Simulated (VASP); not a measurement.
# SiO2 (P4_2/mnm) in VASP: notebook

The runs below take SiO2 through single point, with LDA.

All numbers are computed with VASP 6.6.1; they aren't measurements. Logs are shortened: lines on timing, memory, paths and dates and some standing lists are left out, and cuts for length are marked.

### Step 1. The cell of the first run

The structure is tetragonal, space group P4_2/mnm (No. 136). Conventional cell: a = 4.155 Å, b = 4.155 Å, c = 2.725 Å, α = 90.00°, β = 90.00°, γ = 90.00°. Si (site symmetry mmm) has 6 O at 1.78 to 1.80 Å within 2.4 Å. O (site symmetry m2m) has 3 Si at 1.78 to 1.80 Å and 1 O at 2.28 Å within 2.4 Å.

### Step 2. Single point, LDA

INCAR

```
  PREC = Accurate
  ENCUT = 520
  EDIFF = 1E-7
  ISMEAR = 0
  SIGMA = 0.05
  LREAL = F
  LASPH = T
  NELM = 100
  ALGO = Normal
  ISIF = 2
  LWAVE = F
  LCHARG = T
  LELF = T
  LVHAR = T
  NBANDS = 25
```

KPOINTS

```
Automatic mesh
0
Gamma
  6 6 8
```

POSCAR

```
SiO2
1.0
    4.1551517022      0.0000000000      0.0000000000
    0.0000000000      4.1551517022      0.0000000000
    0.0000000000      0.0000000000      2.7252000000
Si O
2 4
Direct
    0.5000000000      0.5000000000      0.5000000000
    0.0000000000      0.0000000000      0.0000000000
    0.6944252994      0.6944252994      0.0000000000
    0.1944252994      0.8055747006      0.5000000000
    0.3055747006      0.3055747006      0.0000000000
    0.8055747006      0.1944252994      0.5000000000
```

Potentials or basis: VASP PAW LDA potentials, release 64 (Si, O).

Launch:

```
> cat potpaw_LDA.64/Si/POTCAR potpaw_LDA.64/O/POTCAR > POTCAR
> mpirun -np 1 vasp_std > vasp.out
```

OUTCAR:

```text
PREC = Accurate
   ENCUT = 520
   EDIFF = 1E-7
   ISMEAR = 0
   LREAL = F
   LASPH = T
   NELM = 100
   ISIF = 2

 ion  position               nearest neighbor table
   1  0.500  0.500  0.500-   3 1.78   5 1.78   3 1.78   5 1.78   4 1.80   6 1.80
   2  0.000  0.000  0.000-   4 1.78   6 1.78   4 1.78   6 1.78   5 1.80   3 1.80
   3  0.694  0.694  0.000-   1 1.78   1 1.78   2 1.80
   4  0.194  0.806  0.500-   2 1.78   2 1.78   1 1.80
   5  0.306  0.306  0.000-   1 1.78   1 1.78   2 1.80
   6  0.806  0.194  0.500-   2 1.78   2 1.78   1 1.80

  LATTYP: Found a simple tetragonal cell.
 ALAT       =     4.1551517022
 C/A-ratio  =     0.6558605306

  Lattice vectors:

 A1 = (   4.1551517022,   0.0000000000,   0.0000000000)
 A2 = (   0.0000000000,   4.1551517022,   0.0000000000)
 A3 = (   0.0000000000,   0.0000000000,   2.7252000000)

Analysis of symmetry for initial positions (statically):
=====================================================================
 Subroutine PRICEL returns:
 Original cell was already a primitive cell.

 Routine SETGRP: Setting up the symmetry group for a
 simple tetragonal supercell.

 Subroutine GETGRP returns: Found 16 space group operations
 (whereof  8 operations were pure point group operations)
 out of a pool of 16 trial point group operations.

The static configuration has the point symmetry D_2h.
 The point group associated with its full space group is D_4h.

Analysis of symmetry for dynamics (positions and initial velocities):
=====================================================================
 Subroutine PRICEL returns:
 Original cell was already a primitive cell.

 Routine SETGRP: Setting up the symmetry group for a
 simple tetragonal supercell.

 Subroutine GETGRP returns: Found 16 space group operations
 (whereof  8 operations were pure point group operations)
 out of a pool of 16 trial point group operations.

The dynamic configuration has the point symmetry D_2h.
 The point group associated with its full space group is D_4h.

 Subroutine INISYM returns: Found 16 space group operations
 (whereof  8 operations are pure point group operations),
 and found     1 'primitive' translations

----------------------------------------------------------------------------------------

                                     Primitive cell

  volume of cell :      47.0514

  direct lattice vectors                    reciprocal lattice vectors
     4.155151702  0.000000000  0.000000000     0.240665100  0.000000000  0.000000000
     0.000000000  4.155151702  0.000000000     0.000000000  0.240665100  0.000000000
     0.000000000  0.000000000  2.725200000     0.000000000  0.000000000  0.366945545

  length of vectors
     4.155151702  4.155151702  2.725200000     0.240665100  0.240665100  0.366945545

  position of ions in fractional coordinates (direct lattice)
     0.500000000  0.500000000  0.500000000
     0.000000000  0.000000000  0.000000000
     0.694425299  0.694425299  0.000000000
     0.194425299  0.805574701  0.500000000
     0.305574701  0.305574701  0.000000000
     0.805574701  0.194425299  0.500000000

  ion indices of the primitive-cell ions
   primitive index   ion index
                 1           1
                 2           2
                 3           3
                 4           4
                 5           5
                 6           6

----------------------------------------------------------------------------------------

 KPOINTS: Automatic mesh

Automatic generation of k-mesh.
 Grid dimensions read from file:
 generate k-points for:    6    6    8

 Generating k-lattice:

  Cartesian coordinates                     Fractional coordinates (reciprocal lattice)
     0.040110850  0.000000000  0.000000000     0.166666667  0.000000000  0.000000000
     0.000000000  0.040110850  0.000000000     0.000000000  0.166666667  0.000000000
     0.000000000  0.000000000  0.045868193     0.000000000  0.000000000  0.125000000

  Length of vectors
     0.040110850  0.040110850  0.045868193

  Shift w.r.t. Gamma in fractional coordinates (k-lattice)
     0.000000000  0.000000000  0.000000000

 Subroutine IBZKPT returns following result:
 ===========================================

 Found     50 irreducible k-points:

 Following reciprocal coordinates:
            Coordinates               Weight
  0.000000  0.000000  0.000000      1.000000
  0.166667  0.000000  0.000000      4.000000
  0.333333  0.000000  0.000000      4.000000
  0.500000  0.000000  0.000000      2.000000
  0.166667  0.166667  0.000000      4.000000
  0.333333  0.166667  0.000000      8.000000
[... 16 lines left out ...]
  0.333333  0.000000  0.250000      8.000000
  0.500000  0.000000  0.250000      4.000000
 [... further k-points ...]
   k-points           NKPTS =     50   k-points in BZ     NKDIM =     50   number of bands    NBANDS=     25
   number of dos      NEDOS =    301   number of ions     NIONS =      6
   total plane-waves  NPLWV =  20480
   dimension x,y,z NGX =    32 NGY =   32 NGZ =   20
   dimension x,y,z NGXF=    64 NGYF=   64 NGZF=   40
   ions per type =               2   4
   NGX,Y,Z   is equivalent  to a cutoff of  12.80, 12.80, 12.20 a.u.
   NGXF,Y,Z  is equivalent  to a cutoff of  25.61, 25.61, 24.40 a.u.
 SYSTEM =  unknown system
   PREC   = accura    normal or accurate (medium, high low for compatibility)
   ISTART =      0    job   : 0-new  1-cont  2-samecut
   ICHARG =      2    charge: 1-file 2-atom 10-const
   ISPIN  =      1    spin polarized calculation?
   LNONCOLLINEAR =      F non collinear calculations
   LSORBIT =      F    spin-orbit coupling
   LASPH  =      T    aspherical Exc in radial PAW
   ENCUT  =  520.0 eV  38.22 Ry    6.18 a.u.   7.73  7.73  5.07*2*pi/ulx,y,z
   NELM   =    100;   NELMIN=  2; NELMDL= -5     # of ELM steps
   EDIFF  = 0.1E-06   stopping-criterion for ELM
   LREAL  =      F    real-space projection
   EDIFFG = 0.1E-05   stopping-criterion for IOM
   NSW    =      0    number of steps for IOM
   IBRION =     -1    ionic relax: 0-MD 1-quasi-New 2-CG
   NFREE  =      0    steps in history (QN), initial steepest desc. (CG)
   ISIF   =      2    stress and relaxation
   ISYM   =      2    0-nonsym 1-usesym 2-fastsym
   POTIM  = 0.5000    time-step for ionic-motion
   TEBEG  =    0.0;   TEEND  =   0.0 temperature during run
   PSTRESS=    0.0 pullay stress
   NELECT =      32.0000    total number of electrons
   NUPDOWN=      -1.0000    fix difference up-down
   EMIN   =  10.00;   EMAX   =-10.00  energy-range for DOS
   EFERMI =   0.00;   METHOD = LEGACY
   ISMEAR =     0;   SIGMA  =   0.05  broadening in eV -4-tet -1-fermi 0-gaus
   EFERMI_NEDOS =   21; number of points for ismear=-14 and -15
   IALGO  =     38    algorithm
   IMIX   =      4    mixing-type and parameters
     AMIX     =   0.40;   BMIX     =  1.00
     AMIX_MAG =   1.60;   BMIX_MAG =  1.00
  volume/ion in A,a.u.               =       7.84        52.92
  Fermi-wavevector in a.u.,A,eV,Ry     =   1.439685  2.720610 28.200694  2.072693
  Thomas-Fermi vector in A             =   2.558513
   LORBIT       =      0    0 simple, 1 ext, 2 COOP (PROOUT), +10 PAW based schemes
   GGA     = CA    functional components
   LHFCALC =     F    Hartree Fock is set to
   AEXX    =    0.0000 exact exchange contribution
   IVDW    =     0    specifies the selected vdW correction
   LEPSILON=     F    determine dielectric tensor
   LRPA    =     F    only Hartree local field effects (RPA)
 non-spin polarized calculation
 Gauss-broadening in eV      SIGMA  =   0.05
  energy-cutoff  :      520.00
  volume of cell :       47.05
 maximum number of plane-waves:      1284
 NGX is ok and might be reduce to    32
   NGX = 15   NGY = 15   NGZ = 11

 number of electron      31.9999963 magnetization

 Free energy of the ion-electron system (eV)
  ---------------------------------------------------
  ext. energy  EPLUGINS =         0.00000000
  ---------------------------------------------------
  free energy    TOTEN  =       -51.92488701 eV

  energy without entropy =      -51.92488701  energy(sigma->0) =      -51.92488701

 E-fermi :   8.3073     XC(G=0): -12.6892

 val. band max:        7.9907726005   @ k =   0.0000   0.0000   0.0000
 cond. band min:      13.2898732196   @ k =   0.0000   0.0000   0.0000
 fundamental gap:      5.2991006190
 Fermi energy:         8.3072578409

 k-point     1 :       0.0000    0.0000    0.0000
  band No.  band energies     occupation
      1     -14.2945      2.00000
      2     -10.5486      2.00000
      3     -10.5486      2.00000
      4     -10.2449      2.00000
      5      -2.8958      2.00000
      6       1.6529      2.00000
[... 17 lines left out ...]
     24      22.1541      0.00000
     25      23.4308      0.00000

 k-point     2 :       0.1667    0.0000    0.0000
  band No.  band energies     occupation
      1     -14.1444      2.00000
      2     -11.2161      2.00000
      3     -10.4718      2.00000
      4      -9.9041      2.00000
      5      -2.6864      2.00000
      6       0.8927      2.00000
[... 17 lines left out ...]
     24      21.5586      0.00000
     25      23.2313      0.00000

 k-point     3 :       0.3333    0.0000    0.0000
  band No.  band energies     occupation
      1     -13.7053      2.00000
      2     -12.1406      2.00000
      3     -10.2647      2.00000
      4      -9.8242      2.00000
      5      -2.1193      2.00000
      6      -0.2469      2.00000
[... 17 lines left out ...]
     24      21.6008      0.00000
     25      22.0853      0.00000

 k-point     4 :       0.5000    0.0000    0.0000
  band No.  band energies     occupation
      1     -13.0133      2.00000
      2     -13.0133      2.00000
      3     -10.0033      2.00000
      4     -10.0033      2.00000
      5      -1.2861      2.00000
      6      -1.2861      2.00000
[... 17 lines left out ...]
     24      20.7452      0.00000
     25      22.6897      0.00000
[... 477 lines left out ...]
 k-point    22 :       0.1667    0.0000    0.2500
  band No.  band energies     occupation
      1     -13.3751      2.00000
      2     -10.8625      2.00000
      3     -10.1509      2.00000
      4      -9.9385      2.00000
      5      -2.4217      2.00000
      6       0.6378      2.00000
[... 17 lines left out ...]
     24      21.2656      0.00000
     25      21.7626      0.00000

 k-point    23 :       0.3333    0.0000    0.2500
  band No.  band energies     occupation
      1     -12.9760      2.00000
      2     -11.6090      2.00000
      3     -10.0352      2.00000
      4      -9.8475      2.00000
      5      -1.6768      2.00000
      6       0.1474      2.00000
[... 17 lines left out ...]
     24      20.3540      0.00000
     25      21.4028      0.00000

 k-point    24 :       0.5000    0.0000    0.2500
  band No.  band energies     occupation
      1     -12.3591      2.00000
      2     -12.3591      2.00000
      3      -9.9075      2.00000
      4      -9.9075      2.00000
      5      -0.7191      2.00000
      6      -0.7191      2.00000
[... 17 lines left out ...]
     24      20.3354      0.00000
     25      21.3270      0.00000

 [... further k-points ...]
[... 5 lines left out ...]
  --------------------------------------------------------------------------------------
  -------------------------------------------------------------------------------------
  Total       -1.1132478     -1.1132478     -4.4116338      0.0000000      0.0000000      0.0000000
  in kB      -37.9079499    -37.9079499   -150.2235039      0.0000000      0.0000000      0.0000000
  external PRESSURE =     -75.3464679 kB  Pullay stress =       0.0000000 kB

 VOLUME and BASIS-vectors are now :
 -----------------------------------------------------------------------------
  energy-cutoff  :      520.00
  volume of cell :       47.05
      direct lattice vectors                 reciprocal lattice vectors
     4.155151702  0.000000000  0.000000000     0.240665100  0.000000000  0.000000000
     0.000000000  4.155151702  0.000000000     0.000000000  0.240665100  0.000000000
     0.000000000  0.000000000  2.725200000     0.000000000  0.000000000  0.366945545

 POSITION                                       TOTAL-FORCE (eV/Angst)
 -----------------------------------------------------------------------------------
      2.07758      2.07758      1.36260         0.000000      0.000000     -0.000000
      0.00000      0.00000      0.00000         0.000000      0.000000     -0.000000
      2.88544      2.88544      0.00000         0.015667      0.015667     -0.000000
      0.80787      3.34729      1.36260         0.015667     -0.015667     -0.000000
      1.26971      1.26971      0.00000        -0.015667     -0.015667      0.000000
      3.34729      0.80787      1.36260        -0.015667      0.015667     -0.000000
 -----------------------------------------------------------------------------------
    total drift:                                0.000000      0.000000     -0.000000

  FREE ENERGIE OF THE ION-ELECTRON SYSTEM (eV)
  ---------------------------------------------------
  free  energy   TOTEN  =       -51.9248870061 eV

  energy  without entropy=      -51.9248870061  energy(sigma->0) =      -51.92488701
```

It took 32 s on 1 thread of Intel Xeon Platinum 8259CL at 2.50GHz (Skylake/Cascade Lake), shared host; peak memory 0.16 GiB.

Results:

| Item | Value |
| --- | --- |
| Free energy | -51.9249 eV |
| Pressure | -7.5 GPa |
| Largest force | 0.022 eV/Å |
| Band gap on the k mesh | 5.30 eV, direct |

Forces in eV/Å, atoms in the order of the input:
```
Si   0.000  0.000  0.000
Si   0.000  0.000  0.000
O    0.016  0.016  0.000
O    0.016 -0.016  0.000
O   -0.016 -0.016  0.000
O   -0.016  0.016  0.000
```

Stress tensor (GPa, compression positive):
```
 -3.79   0.00   0.00
  0.00  -3.79   0.00
  0.00   0.00 -15.02
```

A k mesh can miss the band edges. As with any semilocal functional, this LDA gap is likely too small.

### Step 3. Single point, LDA

This run uses another cell than the first one, of 8.29 Å³/atom, 1.057 times its volume.

INCAR

```
SYSTEM = SiO2
  PREC = Accurate
  ENCUT = 520
  EDIFF = 1E-7
  ISMEAR = 0
  SIGMA = 0.05
  LREAL = .FALSE.
  LASPH = .TRUE.
  NELM = 80
  ALGO = Normal
  ISIF = 2
  LWAVE = .FALSE.
  LCHARG = .TRUE.
  GGA = CA
  LELF = .TRUE.
  LVHAR = .TRUE.
  NBANDS = 25
```

KPOINTS

```
regular mesh
0
G
  6 6 8
  0 0 0
```

POSCAR, as its differences from that of step 2:

```diff
@@ -2,5 +2,5 @@
 1.0
-    4.1551517022      0.0000000000      0.0000000000
-    0.0000000000      4.1551517022      0.0000000000
-    0.0000000000      0.0000000000      2.7252000000
+    4.1302000000      0.0000000000      0.0000000000
+    0.0000000000      4.1302000000      0.0000000000
+    0.0000000000      0.0000000000      2.9168000000
 Si O
```

Potentials or basis: VASP PAW LDA potentials, release 64 (Si, O).

Launch:

```
> cat potpaw_LDA.64/Si/POTCAR potpaw_LDA.64/O/POTCAR > POTCAR
> mpirun -np 1 vasp_std > vasp.out
```

It took 36 s on 1 thread of Intel Xeon 6975P-C, shared host; peak memory 0.17 GiB.

Results (log left out):

```yaml
Free_energy: -51.2696 eV
Pressure: -23.6 GPa
Largest_force: 0.294 eV/Å
Band_gap_on_the_k_mesh: 4.06 eV, direct
```

Forces on the atoms (eV/Å):
```
Si   0.000  0.000  0.000
Si   0.000  0.000  0.000
O    0.208  0.208  0.000
O    0.208 -0.208  0.000
O   -0.208 -0.208  0.000
O   -0.208  0.208  0.000
```

Stress tensor (GPa, compression positive):
```
-10.92   0.00   0.00
  0.00 -10.92   0.00
  0.00   0.00 -49.09
```

Levels at points of the mesh, in eV from the valence-band top:
| k point | band 13 | band 14 | band 15 | band 16 | band 17 | band 18 | band 19 | band 20 |
| --- | --- | --- | --- | --- | --- | --- | --- | --- |
| (0.00, 0.00, 0.00) | -2.64 | -0.71 | -0.71 | 0.00 | 4.06 | 4.96 | 6.56 | 6.56 |
| (0.50, 0.00, 0.00) | -2.74 | -2.74 | -0.88 | -0.88 | 6.11 | 6.11 | 7.30 | 7.30 |
| (0.50, 0.50, 0.00) | -2.83 | -2.83 | -1.71 | -1.71 | 5.79 | 5.79 | 8.41 | 8.41 |
| (0.00, 0.00, 0.50) | -3.04 | -3.04 | -2.32 | -2.32 | 8.19 | 8.19 | 11.51 | 11.51 |
| (0.50, 0.00, 0.50) | -1.87 | -1.87 | -1.48 | -1.48 | 8.07 | 8.07 | 9.87 | 9.87 |
| (0.50, 0.50, 0.50) | -1.32 | -1.32 | -1.26 | -1.26 | 6.49 | 6.49 | 10.72 | 10.72 |

### Step 4. Single point, LDA

This run uses another cell than the first one, of 8.22 Å³/atom, 1.048 times its volume.

INCAR

```
SYSTEM = SiO2
ALGO = Normal
EDIFF = 1E-7
ENCUT = 520
ISIF = 2
ISMEAR = 0
LASPH = .True.
LCHARG = .False.
LREAL = .False.
LWAVE = .False.
NBANDS = 25
NELM = 80
PREC = Accurate
SIGMA = 0.05
```

KPOINTS

```
k-points
0
Gamma
  6 6 8
  0 0 0
```

POSCAR, as its differences from that of step 3:

```diff
@@ -2,5 +2,5 @@
 1.0
-    4.1302000000      0.0000000000      0.0000000000
-    0.0000000000      4.1302000000      0.0000000000
-    0.0000000000      0.0000000000      2.9168000000
+    4.2050000000      0.0000000000      0.0000000000
+    0.0000000000      4.2050000000      0.0000000000
+    0.0000000000      0.0000000000      2.7891000000
 Si O
```

Launch:

```
> cat potpaw_LDA.64/Si/POTCAR potpaw_LDA.64/O/POTCAR > POTCAR
> mpirun -np 1 vasp_std > vasp.out
```

Run time: 40 s. Hardware: 1 thread of Intel Xeon 6975P-C, shared host; peak memory 0.17 GiB.

It converged, with:

- Free energy: -51.6930 eV
- Pressure: -20.8 GPa
- Largest force: 0.128 eV/Å
- Band gap on the k mesh: 4.44 eV, direct

Forces on the atoms (eV/Å):
```
Si   0.000  0.000  0.000
Si   0.000  0.000  0.000
O   -0.090 -0.090  0.000
O   -0.090  0.090  0.000
O    0.090  0.090  0.000
O    0.090 -0.090  0.000
```

Stress tensor (GPa, compression positive):
```
-15.12   0.00   0.00
  0.00 -15.12   0.00
  0.00   0.00 -32.22
```

Levels at points of the mesh, in eV from the valence-band top:
```
           k point  band 13  band 14  band 15  band 16  band 17  band 18  band 19  band 20
(0.00, 0.00, 0.00)    -2.60    -0.82    -0.82     0.00     4.44     5.68     7.33     7.33
(0.50, 0.00, 0.00)    -2.72    -2.72    -0.98    -0.98     6.58     6.58     7.96     7.96
(0.50, 0.50, 0.00)    -2.71    -2.71    -2.01    -2.01     6.29     6.29     8.94     8.94
(0.00, 0.00, 0.50)    -3.00    -3.00    -2.49    -2.49     8.18     8.18    11.76    11.76
(0.50, 0.00, 0.50)    -2.11    -2.11    -1.63    -1.63     8.01     8.01     9.39     9.39
(0.50, 0.50, 0.50)    -1.58    -1.58    -1.42    -1.42     6.41     6.41    10.48    10.48
```

A k mesh can miss the band edges. Expect the measured gap to be larger: semilocal functionals such as LDA lack the derivative discontinuity.

### Step 5. Summary

| cell | gap on the mesh (eV) | pressure (GPa) | largest force (eV/Å) |
| --- | --- | --- | --- |
| a = 4.155, b = 4.155, c = 2.725 Å, 6 atoms | 5.30 | -7.5 | 0.02 |
| a = 4.130, b = 4.130, c = 2.917 Å, 6 atoms | 4.06 | -23.6 | 0.29 |
| a = 4.205, b = 4.205, c = 2.789 Å, 6 atoms | 4.44 | -20.8 | 0.13 |

Alike in all rows: task single point; level LDA; potentials or basis VASP PAW LDA potentials, release 64 (Si, O); no spin polarisation; k mesh 6 × 6 × 8; cutoff (eV) 520; smearing gaussian 0.05 eV.

Absolute energies hang on the potentials; compare differences alone.
